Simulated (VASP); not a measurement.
# V (Im-3m) in VASP: single point with PBEsol

Aim: the single point of V with PBEsol.

Program: VASP 6.6.1. These are calculated values, not measurements. Logs are shortened: lines on timing, memory, paths and dates and some standing lists are left out, and cuts for length are marked.

## 1. The cell of the first run

The structure is cubic, space group Im-3m (No. 229). Conventional cell: a = 2.784 Å, b = 2.784 Å, c = 2.784 Å, α = 90.00°, β = 90.00°, γ = 90.00°. Within 3.2 Å of V (site symmetry m-3m) lie 14 V at 2.41 to 2.78 Å.

## 2. Single point, PBEsol (strain -0.080 along x and y, -0.080 along z)

The input, INCAR:

```
  ALGO = Normal
  EDIFF = 1E-7
  ENCUT = 520
  GGA = PS
  ISIF = 2
  ISMEAR = 0
  LASPH = True
  LCHARG = True
  LELF = True
  LREAL = False
  LVHAR = True
  LWAVE = False
  NBANDS = 12
  NELM = 100
  PREC = Accurate
  SIGMA = 0.15
```

The input, KPOINTS:

```
k-points
0
Gamma
  22 22 22
```

The input, POSCAR:

```
V
1.0
   -1.3919600000      1.3919600000      1.3919600000
    1.3919600000     -1.3919600000      1.3919600000
    1.3919600000      1.3919600000     -1.3919600000
V
1
Direct
    0.0000000000      0.0000000000      0.0000000000
```

Potentials or basis: VASP PAW PBE potentials, release 64 (V_sv).

Started as:

```
cat potpaw_PBE.64/V_sv/POTCAR > POTCAR
mpirun -np 1 vasp_std > vasp.out
```

OUTCAR:

```text
EDIFF = 1E-7
   ENCUT = 520
   GGA = PS
   ISIF = 2
   ISMEAR = 0
   LASPH = True
   LREAL = False
   NELM = 100
   PREC = Accurate

 ion  position               nearest neighbor table
   1  0.000  0.000  0.000-

  LATTYP: Found a body centered cubic cell.
 ALAT       =     2.7839200000

  Lattice vectors:

 A1 = (  -1.3919600000,   1.3919600000,   1.3919600000)
 A2 = (   1.3919600000,  -1.3919600000,   1.3919600000)
 A3 = (   1.3919600000,   1.3919600000,  -1.3919600000)

Analysis of symmetry for initial positions (statically):
=====================================================================
 Subroutine PRICEL returns:
 Original cell was already a primitive cell.

 Routine SETGRP: Setting up the symmetry group for a
 body centered cubic supercell.

 Subroutine GETGRP returns: Found 48 space group operations
 (whereof 48 operations were pure point group operations)
 out of a pool of 48 trial point group operations.

The static configuration has the point symmetry O_h .

Analysis of symmetry for dynamics (positions and initial velocities):
=====================================================================
 Subroutine PRICEL returns:
 Original cell was already a primitive cell.

 Routine SETGRP: Setting up the symmetry group for a
 body centered cubic supercell.

 Subroutine GETGRP returns: Found 48 space group operations
 (whereof 48 operations were pure point group operations)
 out of a pool of 48 trial point group operations.

The dynamic configuration has the point symmetry O_h .

 Subroutine INISYM returns: Found 48 space group operations
 (whereof 48 operations are pure point group operations),
 and found     1 'primitive' translations

----------------------------------------------------------------------------------------

                                     Primitive cell

  volume of cell :      10.7880

  direct lattice vectors                    reciprocal lattice vectors
    -1.391960000  1.391960000  1.391960000     0.000000000  0.359205724  0.359205724
     1.391960000 -1.391960000  1.391960000     0.359205724  0.000000000  0.359205724
     1.391960000  1.391960000 -1.391960000     0.359205724  0.359205724  0.000000000

  length of vectors
     2.410945442  2.410945442  2.410945442     0.507993607  0.507993607  0.507993607

  position of ions in fractional coordinates (direct lattice)
     0.000000000  0.000000000  0.000000000

  ion indices of the primitive-cell ions
   primitive index   ion index
                 1           1

----------------------------------------------------------------------------------------

 KPOINTS: k-points

Automatic generation of k-mesh.
 Grid dimensions read from file:
 generate k-points for:   22   22   22

 Generating k-lattice:

  Cartesian coordinates                     Fractional coordinates (reciprocal lattice)
     0.000000000  0.016327533  0.016327533     0.045454545  0.000000000  0.000000000
     0.016327533  0.000000000  0.016327533     0.000000000  0.045454545  0.000000000
     0.016327533  0.016327533  0.000000000     0.000000000  0.000000000  0.045454545

  Length of vectors
     0.023090618  0.023090618  0.023090618

  Shift w.r.t. Gamma in fractional coordinates (k-lattice)
     0.000000000  0.000000000  0.000000000

 Subroutine IBZKPT returns following result:
 ===========================================

 Found    328 irreducible k-points:

 Following reciprocal coordinates:
            Coordinates               Weight
  0.000000  0.000000  0.000000      1.000000
  0.045455  0.000000  0.000000     12.000000
  0.090909  0.000000  0.000000     12.000000
  0.136364  0.000000  0.000000     12.000000
  0.181818  0.000000  0.000000     12.000000
  0.227273  0.000000  0.000000     12.000000
[... 16 lines left out ...]
  0.090909  0.090909  0.000000     24.000000
  0.136364  0.090909  0.000000     48.000000
 [... further k-points ...]
   k-points           NKPTS =    328   k-points in BZ     NKDIM =    328   number of bands    NBANDS=     12
   number of dos      NEDOS =    301   number of ions     NIONS =      1
   total plane-waves  NPLWV =   5832
   dimension x,y,z NGX =    18 NGY =   18 NGZ =   18
   dimension x,y,z NGXF=    36 NGYF=   36 NGZF=   36
   ions per type =               1
   NGX,Y,Z   is equivalent  to a cutoff of  12.41, 12.41, 12.41 a.u.
   NGXF,Y,Z  is equivalent  to a cutoff of  24.82, 24.82, 24.82 a.u.
 SYSTEM =  unknown system
   PREC   = accura    normal or accurate (medium, high low for compatibility)
   ISTART =      0    job   : 0-new  1-cont  2-samecut
   ICHARG =      2    charge: 1-file 2-atom 10-const
   ISPIN  =      1    spin polarized calculation?
   LNONCOLLINEAR =      F non collinear calculations
   LSORBIT =      F    spin-orbit coupling
   LASPH  =      T    aspherical Exc in radial PAW
   ENCUT  =  520.0 eV  38.22 Ry    6.18 a.u.   4.48  4.48  4.48*2*pi/ulx,y,z
   NELM   =    100;   NELMIN=  2; NELMDL= -5     # of ELM steps
   EDIFF  = 0.1E-06   stopping-criterion for ELM
   LREAL  =      F    real-space projection
   EDIFFG = 0.1E-05   stopping-criterion for IOM
   NSW    =      0    number of steps for IOM
   IBRION =     -1    ionic relax: 0-MD 1-quasi-New 2-CG
   NFREE  =      0    steps in history (QN), initial steepest desc. (CG)
   ISIF   =      2    stress and relaxation
   ISYM   =      2    0-nonsym 1-usesym 2-fastsym
   POTIM  = 0.5000    time-step for ionic-motion
   TEBEG  =    0.0;   TEEND  =   0.0 temperature during run
   PSTRESS=    0.0 pullay stress
   NELECT =      13.0000    total number of electrons
   NUPDOWN=      -1.0000    fix difference up-down
   EMIN   =  10.00;   EMAX   =-10.00  energy-range for DOS
   EFERMI =   0.00;   METHOD = LEGACY
   ISMEAR =     0;   SIGMA  =   0.15  broadening in eV -4-tet -1-fermi 0-gaus
   EFERMI_NEDOS =   21; number of points for ismear=-14 and -15
   IALGO  =     38    algorithm
   IMIX   =      4    mixing-type and parameters
     AMIX     =   0.40;   BMIX     =  1.00
     AMIX_MAG =   1.60;   BMIX_MAG =  1.00
  volume/ion in A,a.u.               =      10.79        72.80
  Fermi-wavevector in a.u.,A,eV,Ry     =   1.742111  3.292113 41.293019  3.034951
  Thomas-Fermi vector in A             =   2.814439
   LORBIT       =      0    0 simple, 1 ext, 2 COOP (PROOUT), +10 PAW based schemes
   GGA     = PS    functional components
   LHFCALC =     F    Hartree Fock is set to
   AEXX    =    0.0000 exact exchange contribution
   IVDW    =     0    specifies the selected vdW correction
   LEPSILON=     F    determine dielectric tensor
   LRPA    =     F    only Hartree local field effects (RPA)
 non-spin polarized calculation
 Gauss-broadening in eV      SIGMA  =   0.15
  energy-cutoff  :      520.00
  volume of cell :       10.79
 maximum number of plane-waves:       321
 NGX is ok and might be reduce to    18
   NGX =  9   NGY =  9   NGZ =  9

 number of electron      13.0000010 magnetization

 Free energy of the ion-electron system (eV)
  ---------------------------------------------------
  ext. energy  EPLUGINS =         0.00000000
  ---------------------------------------------------
  free energy    TOTEN  =        -9.34239822 eV

  energy without entropy =       -9.32629127  energy(sigma->0) =       -9.33434475

 E-fermi :  12.6110     XC(G=0): -14.3268

 val. band max:       12.6105545362   @ k =  -0.1818   0.1818   0.0909
 cond. band min:      12.6129625501   @ k =   0.2727   0.0455   0.0455
 fundamental gap:      0.0024080139
 Fermi energy:        12.6109511080

 k-point     1 :       0.0000    0.0000    0.0000
  band No.  band energies     occupation
      1     -50.7084      2.00000
      2     -23.5807      2.00000
      3     -23.5807      2.00000
      4     -23.5807      2.00000
      5       5.6716      2.00000
      6      13.0152      0.00014
      7      13.0152      0.00014
      8      13.0152      0.00014
      9      15.6553      0.00000
     10      15.6553      0.00000
     11      34.8168      0.00000
     12      34.8168      0.00000

 k-point     2 :       0.0455    0.0000    0.0000
  band No.  band energies     occupation
      1     -50.6992      2.00000
      2     -23.6195      2.00000
      3     -23.5919      2.00000
      4     -23.5812      2.00000
      5       5.7760      2.00000
      6      12.9648      0.00085
      7      13.0054      0.00020
      8      13.0963      0.00000
      9      15.5921      0.00000
     10      15.6580      0.00000
     11      34.7652      0.00000
     12      34.8355      0.00000

 k-point     3 :       0.0909    0.0000    0.0000
  band No.  band energies     occupation
      1     -50.6721      2.00000
      2     -23.7321      2.00000
      3     -23.6246      2.00000
      4     -23.5825      2.00000
      5       6.0807      2.00000
      6      12.8200      0.04871
      7      12.9651      0.00084
      8      13.3364      0.00000
      9      15.4347      0.00000
     10      15.6676      0.00000
     11      34.5726      0.00000
     12      34.8475      0.00000
[... 286 lines left out ...]
 k-point    23 :       0.0909    0.0909    0.0000
  band No.  band energies     occupation
      1     -50.6049      2.00000
      2     -24.0035      2.00000
      3     -23.6750      2.00000
      4     -23.6183      2.00000
      5       6.8352      2.00000
      6      12.5651      1.33431
      7      12.6671      0.59670
      8      14.0125      0.00000
      9      15.1234      0.00000
     10      15.7666      0.00000
     11      33.8901      0.00000
     12      34.8119      0.00000

 k-point    24 :       0.1364    0.0909    0.0000
  band No.  band energies     occupation
      1     -50.5515      2.00000
      2     -24.2058      2.00000
      3     -23.7373      2.00000
      4     -23.6305      2.00000
      5       7.4215      2.00000
      6      12.3190      1.99409
      7      12.4698      1.81681
      8      14.5624      0.00000
      9      15.0093      0.00000
     10      15.8530      0.00000
     11      33.2730      0.00000
     12      34.2622      0.00000

 [... further k-points ...]

------------------------ aborting loop because EDIFF is reached ----------------------------------------

  FORCE on cell =-STRESS in cart. coord.  units (eV):
  Direction    XX          YY          ZZ          XY          YZ          ZX
  --------------------------------------------------------------------------------------
  -------------------------------------------------------------------------------------
  Total        3.4417827      3.4417827      3.4417827      0.0000000      0.0000000     -0.0000000
  in kB      511.1563705    511.1563705    511.1563705      0.0000000      0.0000000     -0.0000000
  external PRESSURE =     511.1563705 kB  Pullay stress =       0.0000000 kB

 VOLUME and BASIS-vectors are now :
 -----------------------------------------------------------------------------
  energy-cutoff  :      520.00
  volume of cell :       10.79
      direct lattice vectors                 reciprocal lattice vectors
    -1.391960000  1.391960000  1.391960000     0.000000000  0.359205724  0.359205724
     1.391960000 -1.391960000  1.391960000     0.359205724  0.000000000  0.359205724
     1.391960000  1.391960000 -1.391960000     0.359205724  0.359205724  0.000000000

 POSITION                                       TOTAL-FORCE (eV/Angst)
 -----------------------------------------------------------------------------------
      0.00000      0.00000      0.00000        -0.000000      0.000000      0.000000
 -----------------------------------------------------------------------------------
    total drift:                                0.000000      0.000000      0.000000

  FREE ENERGIE OF THE ION-ELECTRON SYSTEM (eV)
  ---------------------------------------------------
  free  energy   TOTEN  =        -9.3423982196 eV

  energy  without entropy=       -9.3262912733  energy(sigma->0) =       -9.33434475
```

Wall time 27 s (1 thread of Intel Xeon 6975P-C (Granite Rapids), shared host); peak memory 0.15 GiB.

Results:

| Quantity | Value |
| --- | --- |
| Free energy | -9.3424 eV |
| Pressure | 51.1 GPa |

Levels at points of the mesh, in eV from the Fermi level:
```csv
k point,band 3,band 4,band 5,band 6,band 7,band 8,band 9,band 10
"(0.00, 0.00, 0.00)",-36.19,-36.19,-6.94,0.40,0.40,0.40,3.04,3.04
"(0.50, 0.00, 0.00)",-36.73,-36.22,-4.05,-1.69,2.70,3.13,3.59,5.47
"(0.50, 0.50, 0.50)",-37.37,-37.37,-4.23,-4.23,4.92,4.92,4.92,12.54
```

Caveat: the cell differs from its parent crystal (strain -0.080 along x and y, -0.080 along z); the PAW data sets were made with another functional, which shifts forces and pressure a little.
